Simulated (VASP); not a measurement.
# Ge (Pm-3m) in VASP: a series of runs

Runs on Ge. Level: LDA. Tasks: density of states.

Program: VASP 6.6.1. These are calculated values, not measurements. Logs are shortened: lines on timing, memory, paths and dates and some standing lists are left out, and cuts for length are marked.

**1. The cell of the first run**

Symmetry: Pm-3m, No. 221, cubic system. The conventional cell has a = 2.433 Å, b = 2.433 Å, c = 2.433 Å, α = 90.00°, β = 90.00°, γ = 90.00°. Ge (site symmetry m-3m) has 6 Ge at 2.43 Å within 3.2 Å.

**2. Density of states, LDA (volume scaled by 0.78)**

POSCAR reads:

```
Ge
1.0
    2.4333964940      0.0000000000      0.0000000000
    0.0000000000      2.4333964940      0.0000000000
    0.0000000000      0.0000000000      2.4333964940
Ge
1
Direct
    0.0000000000      0.0000000000      0.0000000000
```

INCAR.step1 reads:

```
SYSTEM = Ge
PREC = Accurate
ENCUT = 520
EDIFF = 1E-6
ISMEAR = -1
SIGMA = 0.08
LREAL = .False.
LASPH = .True.
NELM = 60
ALGO = Normal
ISIF = 2
LWAVE = .False.
LCHARG = .True.
GGA = CA
NBANDS = 13
```

KPOINTS.step1 reads:

```
Automatic mesh
0
Gamma
  15 15 15
  0 0 0
```

INCAR.step2 reads:

```
SYSTEM = Ge
PREC = Accurate
ENCUT = 520
EDIFF = 1E-6
ISMEAR = -5
SIGMA = 0.08
LREAL = .False.
LASPH = .True.
NELM = 60
ALGO = Normal
ISIF = 2
LWAVE = .False.
LCHARG = .False.
GGA = CA
LORBIT = 11
NEDOS = 1001
ICHARG = 11
```

KPOINTS.step2 reads:

```
Automatic mesh
0
Gamma
  23 23 23
  0 0 0
```

Potentials or basis: VASP PAW LDA potentials, release 64 (Ge_d).

Run with:

```bash
> cat potpaw_LDA.64/Ge_d/POTCAR > POTCAR
> cp INCAR.step1 INCAR
> cp KPOINTS.step1 KPOINTS
> mpirun -np 1 vasp_std > vasp.out
> cp INCAR.step2 INCAR
> cp KPOINTS.step2 KPOINTS
> mpirun -np 1 vasp_std > vasp.out
```

OUTCAR:

```text
SYSTEM = Ge
   PREC = Accurate
   ENCUT = 520
   EDIFF = 1E-6
   ISMEAR = -5
   LREAL = .False.
   LASPH = .True.
   NELM = 60
   ISIF = 2
   GGA = CA
   LORBIT = 11
   ICHARG = 11

 ion  position               nearest neighbor table
   1  0.000  0.000  0.000-

  LATTYP: Found a simple cubic cell.
 ALAT       =     2.4333964940

  Lattice vectors:

 A1 = (   2.4333964940,   0.0000000000,   0.0000000000)
 A2 = (   0.0000000000,   2.4333964940,   0.0000000000)
 A3 = (   0.0000000000,   0.0000000000,   2.4333964940)

Analysis of symmetry for initial positions (statically):
=====================================================================
 Subroutine PRICEL returns:
 Original cell was already a primitive cell.

 Routine SETGRP: Setting up the symmetry group for a
 simple cubic supercell.

 Subroutine GETGRP returns: Found 48 space group operations
 (whereof 48 operations were pure point group operations)
 out of a pool of 48 trial point group operations.

The static configuration has the point symmetry O_h .

Analysis of symmetry for dynamics (positions and initial velocities):
=====================================================================
 Subroutine PRICEL returns:
 Original cell was already a primitive cell.

 Routine SETGRP: Setting up the symmetry group for a
 simple cubic supercell.

 Subroutine GETGRP returns: Found 48 space group operations
 (whereof 48 operations were pure point group operations)
 out of a pool of 48 trial point group operations.

The dynamic configuration has the point symmetry O_h .

 Subroutine INISYM returns: Found 48 space group operations
 (whereof 48 operations are pure point group operations),
 and found     1 'primitive' translations

----------------------------------------------------------------------------------------

                                     Primitive cell

  volume of cell :      14.4092

  direct lattice vectors                    reciprocal lattice vectors
     2.433396494  0.000000000  0.000000000     0.410948237  0.000000000  0.000000000
     0.000000000  2.433396494  0.000000000     0.000000000  0.410948237  0.000000000
     0.000000000  0.000000000  2.433396494     0.000000000  0.000000000  0.410948237

  length of vectors
     2.433396494  2.433396494  2.433396494     0.410948237  0.410948237  0.410948237

  position of ions in fractional coordinates (direct lattice)
     0.000000000  0.000000000  0.000000000

  ion indices of the primitive-cell ions
   primitive index   ion index
                 1           1

----------------------------------------------------------------------------------------

 KPOINTS: Automatic mesh

Automatic generation of k-mesh.
 Grid dimensions read from file:
 generate k-points for:   23   23   23

 Generating k-lattice:

  Cartesian coordinates                     Fractional coordinates (reciprocal lattice)
     0.017867315  0.000000000  0.000000000     0.043478261  0.000000000  0.000000000
     0.000000000  0.017867315  0.000000000     0.000000000  0.043478261  0.000000000
     0.000000000  0.000000000  0.017867315     0.000000000  0.000000000  0.043478261

  Length of vectors
     0.017867315  0.017867315  0.017867315

  Shift w.r.t. Gamma in fractional coordinates (k-lattice)
     0.000000000  0.000000000  0.000000000

 TETIRR: Found   6051 inequivalent tetrahedra from    73002

 Subroutine IBZKPT returns following result:
 ===========================================

 Found    364 irreducible k-points:

 Following reciprocal coordinates:
            Coordinates               Weight
  0.000000  0.000000  0.000000      1.000000
  0.043478  0.000000  0.000000      6.000000
  0.086957  0.000000  0.000000      6.000000
  0.130435  0.000000  0.000000      6.000000
  0.173913  0.000000  0.000000      6.000000
  0.217391  0.000000  0.000000      6.000000
[... 16 lines left out ...]
  0.478261  0.043478  0.000000     24.000000
  0.086957  0.086957  0.000000     12.000000
 [... further k-points ...]
   k-points           NKPTS =    364   k-points in BZ     NKDIM =    364   number of bands    NBANDS=     11
   number of dos      NEDOS =   1001   number of ions     NIONS =      1
   total plane-waves  NPLWV =   5832
   dimension x,y,z NGX =    18 NGY =   18 NGZ =   18
   dimension x,y,z NGXF=    36 NGYF=   36 NGZF=   36
   ions per type =               1
   NGX,Y,Z   is equivalent  to a cutoff of  12.30, 12.30, 12.30 a.u.
   NGXF,Y,Z  is equivalent  to a cutoff of  24.59, 24.59, 24.59 a.u.
 SYSTEM =  Ge
   PREC   = accura    normal or accurate (medium, high low for compatibility)
   ISTART =      0    job   : 0-new  1-cont  2-samecut
   ICHARG =     11    charge: 1-file 2-atom 10-const
   ISPIN  =      1    spin polarized calculation?
   LNONCOLLINEAR =      F non collinear calculations
   LSORBIT =      F    spin-orbit coupling
   LASPH  =      T    aspherical Exc in radial PAW
   ENCUT  =  520.0 eV  38.22 Ry    6.18 a.u.   4.52  4.52  4.52*2*pi/ulx,y,z
   NELM   =     60;   NELMIN=  2; NELMDL=  0     # of ELM steps
   EDIFF  = 0.1E-05   stopping-criterion for ELM
   LREAL  =      F    real-space projection
   EDIFFG = 0.1E-04   stopping-criterion for IOM
   NSW    =      0    number of steps for IOM
   IBRION =     -1    ionic relax: 0-MD 1-quasi-New 2-CG
   NFREE  =      0    steps in history (QN), initial steepest desc. (CG)
   ISIF   =      2    stress and relaxation
   ISYM   =      2    0-nonsym 1-usesym 2-fastsym
   POTIM  = 0.5000    time-step for ionic-motion
   TEBEG  =    0.0;   TEEND  =   0.0 temperature during run
   PSTRESS=    0.0 pullay stress
   NELECT =      14.0000    total number of electrons
   NUPDOWN=      -1.0000    fix difference up-down
   EMIN   =  10.00;   EMAX   =-10.00  energy-range for DOS
   EFERMI =   0.00;   METHOD = LEGACY
   ISMEAR =    -5;   SIGMA  =   0.08  broadening in eV -4-tet -1-fermi 0-gaus
   EFERMI_NEDOS =   21; number of points for ismear=-14 and -15
   IALGO  =     38    algorithm
   IMIX   =      4    mixing-type and parameters
     AMIX     =   0.40;   BMIX     =  1.00
     AMIX_MAG =   1.60;   BMIX_MAG =  1.00
  volume/ion in A,a.u.               =      14.41        97.24
  Fermi-wavevector in a.u.,A,eV,Ry     =   1.621454  3.064104 35.771255  2.629113
  Thomas-Fermi vector in A             =   2.715227
   LORBIT       =     11    0 simple, 1 ext, 2 COOP (PROOUT), +10 PAW based schemes
   GGA     = CA    functional components
   LHFCALC =     F    Hartree Fock is set to
   AEXX    =    0.0000 exact exchange contribution
   IVDW    =     0    specifies the selected vdW correction
   LEPSILON=     F    determine dielectric tensor
   LRPA    =     F    only Hartree local field effects (RPA)
 non-spin polarized calculation
 Fermi weights with tetrahedron method with Bloechl corrections
  energy-cutoff  :      520.00
  volume of cell :       14.41
 maximum number of plane-waves:       402

 number of electron      13.9999964 magnetization

 Free energy of the ion-electron system (eV)
  ---------------------------------------------------
  ext. energy  EPLUGINS =         0.00000000
  ---------------------------------------------------
  free energy    TOTEN  =        -4.61605386 eV

  energy without entropy =       -4.61605386  energy(sigma->0) =       -4.61605386

 E-fermi :   9.6002     XC(G=0): -12.9072

 val. band max:        9.9769031851   @ k =   0.3478   0.3478   0.3478
 cond. band min:       9.4830907092   @ k =   0.4783   0.4783   0.3913
 fundamental gap:     -0.4938124759
 Fermi energy:         9.6001856208

 k-point     1 :       0.0000    0.0000    0.0000
  band No.  band energies     occupation
      1     -15.7310      2.00000
      2     -15.7310      2.00000
      3     -15.1325      2.00000
      4     -15.1325      2.00000
      5     -15.1325      2.00000
      6      -6.1983      2.00000
      7      17.9412      0.00000
      8      17.9412      0.00000
      9      17.9412      0.00000
     10      21.0735      0.00000
     11      21.0735      0.00000

 k-point     2 :       0.0435    0.0000    0.0000
  band No.  band energies     occupation
      1     -15.7303      2.00000
      2     -15.7230      2.00000
      3     -15.1355      2.00000
      4     -15.1355      2.00000
      5     -15.1322      2.00000
      6      -6.1504      2.00000
      7      17.0094      0.00000
      8      17.9912      0.00000
      9      17.9912      0.00000
     10      21.1134      0.00000
     11      21.8760      0.00000

 k-point     3 :       0.0870    0.0000    0.0000
  band No.  band energies     occupation
      1     -15.7281      2.00000
      2     -15.6997      2.00000
      3     -15.1443      2.00000
      4     -15.1443      2.00000
      5     -15.1315      2.00000
      6      -6.0068      2.00000
      7      15.3151      0.00000
      8      18.1402      0.00000
      9      18.1402      0.00000
     10      21.2330      0.00000
     11      23.0546      0.00000

 k-point     4 :       0.1304    0.0000    0.0000
  band No.  band energies     occupation
      1     -15.7246      2.00000
      2     -15.6629      2.00000
      3     -15.1582      2.00000
      4     -15.1582      2.00000
      5     -15.1303      2.00000
      6      -5.7669      2.00000
      7      13.5078      0.00000
      8      18.3863      0.00000
      9      18.3863      0.00000
     10      21.4323      0.00000
     11      23.8554      0.00000
[... 239 lines left out ...]
 k-point    22 :       0.4348    0.0435    0.0000
  band No.  band energies     occupation
      1     -15.6864      2.00000
      2     -15.3248      2.00000
      3     -15.2908      2.00000
      4     -15.2855      2.00000
      5     -15.1223      2.00000
      6      -1.4737      2.00000
      7       2.7187      2.00000
      8      21.0774      0.00000
      9      21.9868      0.00000
     10      25.4760      0.00000
     11      26.2833      0.00000

 k-point    23 :       0.4783    0.0435    0.0000
  band No.  band energies     occupation
      1     -15.6850      2.00000
      2     -15.3098      2.00000
      3     -15.2967      2.00000
      4     -15.2913      2.00000
      5     -15.1218      2.00000
      6      -0.7959      2.00000
      7       1.8463      2.00000
      8      21.4310      0.00000
      9      22.3015      0.00000
     10      25.9653      0.00000
     11      26.0216      0.00000

 k-point    24 :       0.0870    0.0870    0.0000
  band No.  band energies     occupation
      1     -15.7112      2.00000
      2     -15.6820      2.00000
      3     -15.1567      2.00000
      4     -15.1440      2.00000
      5     -15.1425      2.00000
      6      -5.8153      2.00000
      7      15.1387      0.00000
      8      15.9296      0.00000
      9      18.3394      0.00000
     10      22.2875      0.00000
     11      24.5324      0.00000

 [... further k-points ...]
[... 5 lines left out ...]
  --------------------------------------------------------------------------------------
  -------------------------------------------------------------------------------------
  Total        3.3976050      3.3976050      3.3976050     -0.0000000     -0.0000000      0.0000000
  in kB      377.7851136    377.7851136    377.7851136     -0.0000000     -0.0000000      0.0000000
  external PRESSURE =     377.7851136 kB  Pullay stress =       0.0000000 kB

 VOLUME and BASIS-vectors are now :
 -----------------------------------------------------------------------------
  energy-cutoff  :      520.00
  volume of cell :       14.41
      direct lattice vectors                 reciprocal lattice vectors
     2.433396494  0.000000000  0.000000000     0.410948237  0.000000000  0.000000000
     0.000000000  2.433396494  0.000000000     0.000000000  0.410948237  0.000000000
     0.000000000  0.000000000  2.433396494     0.000000000  0.000000000  0.410948237

 POSITION                                       TOTAL-FORCE (eV/Angst)
 -----------------------------------------------------------------------------------
      0.00000      0.00000      0.00000         0.000000      0.000000      0.000000
 -----------------------------------------------------------------------------------
    total drift:                                0.000000      0.000000     -0.000000

  FREE ENERGIE OF THE ION-ELECTRON SYSTEM (eV)
  ---------------------------------------------------
  free  energy   TOTEN  =        -4.6160538583 eV

  energy  without entropy=       -4.6160538583  energy(sigma->0) =       -4.61605386

 total charge

# of ion       s       p       d       tot
------------------------------------------
    1        1.199   1.352  10.101  12.652
```

Run time: 19 s. Hardware: 1 thread of Intel Xeon 6975P-C (Granite Rapids), shared host; peak memory 0.17 GiB.

Results:

* Valence electrons inside the program's atomic spheres: Ge 12.65

Caveat: the cell differs from its parent crystal (volume scaled by 0.78); tetrahedron occupations give inexact forces and stress in metals.

**3. Density of states, LDA**

This run uses another cell than the first one, of 18.47 Å³/atom, 1.282 times its volume.

POSCAR reads:

```
Ge
1.0
    2.6435123504      0.0000000000      0.0000000000
    0.0000000000      2.6435123504      0.0000000000
    0.0000000000      0.0000000000      2.6435123504
Ge
1
Direct
    0.0000000000      0.0000000000      0.0000000000
```

INCAR.step1 reads:

```
PREC = Accurate
ENCUT = 520
EDIFF = 1E-6
ISMEAR = -1
SIGMA = 0.08
LREAL = False
LASPH = True
NELM = 100
ALGO = Normal
ISIF = 2
LWAVE = False
LCHARG = True
GGA = CA
NBANDS = 13
```

KPOINTS.step1 reads:

```
Automatic mesh
0
Gamma
  15 15 15
```

INCAR.step2 reads:

```
PREC = Accurate
ENCUT = 520
EDIFF = 1E-6
ISMEAR = -5
SIGMA = 0.08
LREAL = False
LASPH = True
NELM = 100
ALGO = Normal
ISIF = 2
LWAVE = False
LCHARG = False
GGA = CA
LORBIT = 11
NEDOS = 2001
ICHARG = 11
```

KPOINTS.step2 reads:

```
Automatic mesh
0
Gamma
  23 23 23
```

Potentials or basis: VASP PAW LDA potentials, release 64 (Ge_d).

Run with:

```bash
> cat potpaw_LDA.64/Ge_d/POTCAR > POTCAR
> cp INCAR.step1 INCAR
> cp KPOINTS.step1 KPOINTS
> mpirun -np 1 vasp_std > vasp.out
> cp INCAR.step2 INCAR
> cp KPOINTS.step2 KPOINTS
> mpirun -np 1 vasp_std > vasp.out
```

OUTCAR:

```text
PREC = Accurate
   ENCUT = 520
   EDIFF = 1E-6
   ISMEAR = -5
   LREAL = False
   LASPH = True
   NELM = 100
   ISIF = 2
   GGA = CA
   LORBIT = 11
   ICHARG = 11

 ion  position               nearest neighbor table
   1  0.000  0.000  0.000-

  LATTYP: Found a simple cubic cell.
 ALAT       =     2.6435123504

  Lattice vectors:

 A1 = (   2.6435123504,   0.0000000000,   0.0000000000)
 A2 = (   0.0000000000,   2.6435123504,   0.0000000000)
 A3 = (   0.0000000000,   0.0000000000,   2.6435123504)

Analysis of symmetry for initial positions (statically):
[... 512 lines left out ...]
      9      13.6742      0.00000
     10      17.7294      0.00000
     11      19.5517      0.00000

 [... further k-points ...]
[... 5 lines left out ...]
  --------------------------------------------------------------------------------------
  -------------------------------------------------------------------------------------
  Total        0.0290163      0.0290163      0.0290163      0.0000000      0.0000000     -0.0000000
  in kB        2.5165702      2.5165702      2.5165702      0.0000000      0.0000000     -0.0000000
  external PRESSURE =       2.5165702 kB  Pullay stress =       0.0000000 kB

 VOLUME and BASIS-vectors are now :
 -----------------------------------------------------------------------------
  energy-cutoff  :      520.00
  volume of cell :       18.47
      direct lattice vectors                 reciprocal lattice vectors
     2.643512350  0.000000000  0.000000000     0.378284595  0.000000000  0.000000000
     0.000000000  2.643512350  0.000000000     0.000000000  0.378284595  0.000000000
     0.000000000  0.000000000  2.643512350     0.000000000  0.000000000  0.378284595

 POSITION                                       TOTAL-FORCE (eV/Angst)
 -----------------------------------------------------------------------------------
      0.00000      0.00000      0.00000         0.000000      0.000000      0.000000
 -----------------------------------------------------------------------------------
    total drift:                                0.000000      0.000000     -0.000000

  FREE ENERGIE OF THE ION-ELECTRON SYSTEM (eV)
  ---------------------------------------------------
  free  energy   TOTEN  =        -4.9976872026 eV

  energy  without entropy=       -4.9976872026  energy(sigma->0) =       -4.99768720

 total charge

# of ion       s       p       d       tot
------------------------------------------
    1        1.209   1.095  10.031  12.334
```

OUTCAR.step1:

```text
PREC = Accurate
   ENCUT = 520
   EDIFF = 1E-6
   ISMEAR = -1
   LREAL = False
[... 600 lines left out ...]

 POSITION                                       TOTAL-FORCE (eV/Angst)
 -----------------------------------------------------------------------------------
      0.00000      0.00000      0.00000         0.000000      0.000000      0.000000
 -----------------------------------------------------------------------------------
    total drift:                                0.000000      0.000000      0.000000

  FREE ENERGIE OF THE ION-ELECTRON SYSTEM (eV)
  ---------------------------------------------------
  free  energy   TOTEN  =        -5.0005496560 eV

  energy  without entropy=       -4.9890973055  energy(sigma->0) =       -4.99482348
```

Wall time 22 s (1 thread of Intel Xeon 6975P-C (Granite Rapids), shared host); peak memory 0.18 GiB.

What came out:

| Property | Result |
| --- | --- |
| Valence electrons inside the program's atomic spheres | Ge 12.33 |

Levels at points of the mesh, in eV from the Fermi level:
```tsv
k point	band 5	band 6	band 7	band 8	band 9	band 10
(0.00, 0.00, 0.00)	-24.51	-13.34	6.94	6.94	6.94	10.43
```

Caveat: tetrahedron occupations give inexact forces and stress in metals.
